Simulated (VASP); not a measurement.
# Ir (P6_3/mmc) in VASP: relaxation of cell and atoms with LDA

Aim: the relaxation of cell and atoms of Ir with LDA.

Program: VASP 6.6.1. These are calculated values, not measurements. Logs are shortened: lines on timing, memory, paths and dates and some standing lists are left out, and cuts for length are marked.

### Step 1. The cell of the first run

Symmetry: P6_3/mmc, No. 194, hexagonal system. Conventional cell: a = 2.751 Å, b = 2.751 Å, c = 4.462 Å, α = 90.00°, β = 90.00°, γ = 120.00°. Ir (site symmetry -6m2) has 12 Ir at 2.74 to 2.75 Å within 3.6 Å.

This isn't the form of Ir at room conditions, which is fcc.

### Step 2. Relaxation of cell and atoms, LDA

The input, INCAR:

```
SYSTEM = Ir
PREC = Accurate
ENCUT = 560
EDIFF = 1E-7
ISMEAR = 0
SIGMA = 0.1
LREAL = .False.
LASPH = .True.
NELM = 120
ALGO = Normal
ISIF = 3
LWAVE = .False.
LCHARG = .False.
GGA = CA
IBRION = 2
NSW = 80
EDIFFG = -0.01
GGA_COMPAT = .False.
NELMIN = 4
```

The input, KPOINTS:

```
regular mesh
0
Gamma
  18 18 10
  0 0 0
```

The input, POSCAR:

```
Ir
1.0
    2.7513800000      0.0000000000      0.0000000000
   -1.3756900000      2.3827600000      0.0000000000
    0.0000000000      0.0000000000      4.4622900000
Ir
2
Direct
    0.6666666667      0.3333333333      0.7500000000
    0.3333333333      0.6666666667      0.2500000000
```

Potentials or basis: VASP PAW LDA potentials, release 64 (Ir_sv_GW).

Launch:

```sh
$ cat potpaw_LDA.64/Ir_sv_GW/POTCAR > POTCAR
$ mpirun -np 1 vasp_std > vasp.out
```

OUTCAR:

```text
SYSTEM = Ir
   PREC = Accurate
   ENCUT = 560
   EDIFF = 1E-7
   ISMEAR = 0
   LREAL = .False.
   LASPH = .True.
   NELM = 120
   ISIF = 3
   GGA = CA
   IBRION = 2
   NSW = 80
   EDIFFG = -0.01
   NELMIN = 4

 ion  position               nearest neighbor table
   1  0.667  0.333  0.750-   2 2.74   2 2.74   2 2.74   2 2.74   2 2.74   2 2.74
   2  0.333  0.667  0.250-   1 2.74   1 2.74   1 2.74   1 2.74   1 2.74   1 2.74

  LATTYP: Found a hexagonal cell.
 ALAT       =     2.7513800000
 C/A-ratio  =     1.6218370418

  Lattice vectors:

 A1 = (   2.7513800000,   0.0000000000,   0.0000000000)
 A2 = (  -1.3756900000,   2.3827600000,   0.0000000000)
 A3 = (   0.0000000000,   0.0000000000,   4.4622900000)

Analysis of symmetry for initial positions (statically):
=====================================================================
 Subroutine PRICEL returns:
 Original cell was already a primitive cell.

 Routine SETGRP: Setting up the symmetry group for a
 hexagonal supercell.

 Subroutine GETGRP returns: Found 24 space group operations
 (whereof 12 operations were pure point group operations)
 out of a pool of 24 trial point group operations.

The static configuration has the point symmetry D_3d.
 The point group associated with its full space group is D_6h.

Analysis of symmetry for dynamics (positions and initial velocities):
=====================================================================
 Subroutine PRICEL returns:
 Original cell was already a primitive cell.

 Routine SETGRP: Setting up the symmetry group for a
 hexagonal supercell.

 Subroutine GETGRP returns: Found 24 space group operations
 (whereof 12 operations were pure point group operations)
 out of a pool of 24 trial point group operations.

The dynamic configuration has the point symmetry D_3d.
 The point group associated with its full space group is D_6h.

 Subroutine INISYM returns: Found 24 space group operations
 (whereof 12 operations are pure point group operations),
 and found     1 'primitive' translations

----------------------------------------------------------------------------------------

                                     Primitive cell

  volume of cell :      29.2542

  direct lattice vectors                    reciprocal lattice vectors
     2.751380000  0.000000000  0.000000000     0.363453976  0.209840689  0.000000000
    -1.375690000  2.382760000  0.000000000     0.000000000  0.419681378  0.000000000
     0.000000000  0.000000000  4.462290000     0.000000000  0.000000000  0.224100182

  length of vectors
     2.751380000  2.751375691  4.462290000     0.419680721  0.419681378  0.224100182

  position of ions in fractional coordinates (direct lattice)
     0.666666667  0.333333333  0.750000000
     0.333333333  0.666666667  0.250000000

  ion indices of the primitive-cell ions
   primitive index   ion index
                 1           1
                 2           2

----------------------------------------------------------------------------------------

 KPOINTS: regular mesh

Automatic generation of k-mesh.
 Grid dimensions read from file:
 generate k-points for:   18   18   10

 Generating k-lattice:

  Cartesian coordinates                     Fractional coordinates (reciprocal lattice)
     0.020191888  0.011657816  0.000000000     0.055555556  0.000000000  0.000000000
     0.000000000  0.023315632  0.000000000     0.000000000  0.055555556  0.000000000
     0.000000000  0.000000000  0.022410018     0.000000000  0.000000000  0.100000000

  Length of vectors
     0.023315596  0.023315632  0.022410018

  Shift w.r.t. Gamma in fractional coordinates (k-lattice)
     0.000000000  0.000000000  0.000000000

 Subroutine IBZKPT returns following result:
 ===========================================

 Found    222 irreducible k-points:

 Following reciprocal coordinates:
            Coordinates               Weight
  0.000000  0.000000  0.000000      1.000000
  0.055556  0.000000  0.000000      6.000000
  0.111111  0.000000  0.000000      6.000000
  0.166667  0.000000  0.000000      6.000000
  0.222222  0.000000  0.000000      6.000000
  0.277778  0.000000  0.000000      6.000000
[... 16 lines left out ...]
  0.333333  0.111111  0.000000     12.000000
  0.388889  0.111111  0.000000     12.000000
 [... further k-points ...]
   k-points           NKPTS =    222   k-points in BZ     NKDIM =    222   number of bands    NBANDS=     21
   number of dos      NEDOS =    301   number of ions     NIONS =      2
   total plane-waves  NPLWV =  20736
   dimension x,y,z NGX =    24 NGY =   24 NGZ =   36
   dimension x,y,z NGXF=    48 NGYF=   48 NGZF=   72
   ions per type =               2
   NGX,Y,Z   is equivalent  to a cutoff of  14.50, 14.50, 13.41 a.u.
   NGXF,Y,Z  is equivalent  to a cutoff of  29.00, 29.00, 26.82 a.u.
 SYSTEM =  Ir
   PREC   = accura    normal or accurate (medium, high low for compatibility)
   ISTART =      0    job   : 0-new  1-cont  2-samecut
   ICHARG =      2    charge: 1-file 2-atom 10-const
   ISPIN  =      1    spin polarized calculation?
   LNONCOLLINEAR =      F non collinear calculations
   LSORBIT =      F    spin-orbit coupling
   LASPH  =      T    aspherical Exc in radial PAW
   ENCUT  =  560.0 eV  41.16 Ry    6.42 a.u.   5.31  5.31  8.61*2*pi/ulx,y,z
   NELM   =    120;   NELMIN=  4; NELMDL= -5     # of ELM steps
   EDIFF  = 0.1E-06   stopping-criterion for ELM
   LREAL  =      F    real-space projection
   EDIFFG = -.1E-01   stopping-criterion for IOM
   NSW    =     80    number of steps for IOM
   IBRION =      2    ionic relax: 0-MD 1-quasi-New 2-CG
   NFREE  =      1    steps in history (QN), initial steepest desc. (CG)
   ISIF   =      3    stress and relaxation
   ISYM   =      2    0-nonsym 1-usesym 2-fastsym
   POTIM  = 0.5000    time-step for ionic-motion
   TEBEG  =    0.0;   TEEND  =   0.0 temperature during run
   PSTRESS=    0.0 pullay stress
   NELECT =      34.0000    total number of electrons
   NUPDOWN=      -1.0000    fix difference up-down
   EMIN   =  10.00;   EMAX   =-10.00  energy-range for DOS
   EFERMI =   0.00;   METHOD = LEGACY
   ISMEAR =     0;   SIGMA  =   0.10  broadening in eV -4-tet -1-fermi 0-gaus
   EFERMI_NEDOS =   21; number of points for ismear=-14 and -15
   IALGO  =     38    algorithm
   IMIX   =      4    mixing-type and parameters
     AMIX     =   0.40;   BMIX     =  1.00
     AMIX_MAG =   1.60;   BMIX_MAG =  1.00
  volume/ion in A,a.u.               =      14.63        98.71
  Fermi-wavevector in a.u.,A,eV,Ry     =   1.721227  3.252648 40.308943  2.962624
  Thomas-Fermi vector in A             =   2.797519
   LORBIT       =      0    0 simple, 1 ext, 2 COOP (PROOUT), +10 PAW based schemes
   GGA     = CA    functional components
   LHFCALC =     F    Hartree Fock is set to
   AEXX    =    0.0000 exact exchange contribution
   IVDW    =     0    specifies the selected vdW correction
   LEPSILON=     F    determine dielectric tensor
   LRPA    =     F    only Hartree local field effects (RPA)
 conjugate gradient relaxation of ions
 non-spin polarized calculation
 Gauss-broadening in eV      SIGMA  =   0.10
  energy-cutoff  :      560.00
  volume of cell :       29.25
 maximum number of plane-waves:       894
 NGX is ok and might be reduce to    24
   NGX = 11   NGY = 11   NGZ = 17

--------------------------------------- Ionic step        1  -------------------------------------------

 number of electron      33.9999999 magnetization

 Free energy of the ion-electron system (eV)
  ---------------------------------------------------
  ext. energy  EPLUGINS =         0.00000000
  ---------------------------------------------------
  free energy    TOTEN  =       -21.58768833 eV

  energy without entropy =      -21.57712310  energy(sigma->0) =      -21.58240572

------------------------ aborting loop because EDIFF is reached ----------------------------------------

  FORCE on cell =-STRESS in cart. coord.  units (eV):
  Direction    XX          YY          ZZ          XY          YZ          ZX
  --------------------------------------------------------------------------------------
  -------------------------------------------------------------------------------------
  Total       -3.3412254     -3.3412115     -3.4466213      0.0000000     -0.0000000      0.0000000
  in kB     -182.9901402   -182.9893760   -188.7623976      0.0000000     -0.0000000      0.0000000
  external PRESSURE =    -184.9139713 kB  Pullay stress =       0.0000000 kB
[... 129 lines left out ...]
  energy  without entropy=      -21.6661246322  energy(sigma->0) =      -21.67098036

--------------------------------------- Ionic step        5  -------------------------------------------

 number of electron      33.9999999 magnetization

 Free energy of the ion-electron system (eV)
  ---------------------------------------------------
  ext. energy  EPLUGINS =         0.00000000
  ---------------------------------------------------
  free energy    TOTEN  =       -21.67589264 eV

  energy without entropy =      -21.66620104  energy(sigma->0) =      -21.67104684

 E-fermi :  13.1368     XC(G=0): -14.8955

 val. band max:       13.1311044567   @ k =   0.3889   0.0000   0.0000
 cond. band min:      13.1375306796   @ k =   0.3333   0.0000   0.4000
 fundamental gap:      0.0064262229
 Fermi energy:        13.1367662546

 k-point     1 :       0.0000    0.0000    0.0000
  band No.  band energies     occupation
      1     -79.5757      2.00000
      2     -79.4998      2.00000
      3     -37.0910      2.00000
      4     -36.3380      2.00000
      5     -36.3380      2.00000
      6     -36.2244      2.00000
[... 550 lines left out ...]
      5     -36.7199      2.00000
      6     -36.5645      2.00000
[... 13 lines left out ...]
     20      18.9967      0.00000
     21      21.3585      0.00000

 [... further k-points ...]
[... 5 lines left out ...]
  --------------------------------------------------------------------------------------
  -------------------------------------------------------------------------------------
  Total       -0.0032508     -0.0032508      0.0027016     -0.0000000     -0.0000000      0.0000000
  in kB       -0.1873380     -0.1873373      0.1556901     -0.0000000     -0.0000000      0.0000000
  external PRESSURE =      -0.0729951 kB  Pullay stress =       0.0000000 kB
[... 17 lines left out ...]
  FREE ENERGIE OF THE ION-ELECTRON SYSTEM (eV)
  ---------------------------------------------------
  free  energy   TOTEN  =       -21.6758926443 eV

  energy  without entropy=      -21.6662010406  energy(sigma->0) =      -21.67104684

 reached required accuracy - stopping structural energy minimisation
```

It took 3.7 min on 1 thread of Intel Xeon Platinum 8488C (Sapphire Rapids), shared host; peak memory 0.26 GiB.

Results:

* Free energy: -21.6759 eV
* Relaxed volume: 13.90 Å³/atom
* Relaxed cell: a = 2.706 Å, b = 2.706 Å, c = 4.386 Å, α = 90.00°, β = 90.00°, γ = 120.00°
* Space group after relaxing (to 0.1 Å): P6_3/mmc (No. 194)
* Pressure after relaxing: 0.0 GPa
* Band gap on the k mesh: zero (bands 17 and 18 overlap by 3.47 eV)

Final structure:
```yaml
crystal:
  lattice:
    - [2.70556, 0.00000, 0.00000]
    - [-1.35278, 2.34308, 0.00000]
    - [0.00000, 0.00000, 4.38563]
  atoms:
    - { symbol: Ir, position: [0.66667, 0.33333, 0.75000] }
    - { symbol: Ir, position: [0.33333, 0.66667, 0.25000] }
```

Caveat: spin-orbit coupling is left out, which moves the levels of the heavy elements.
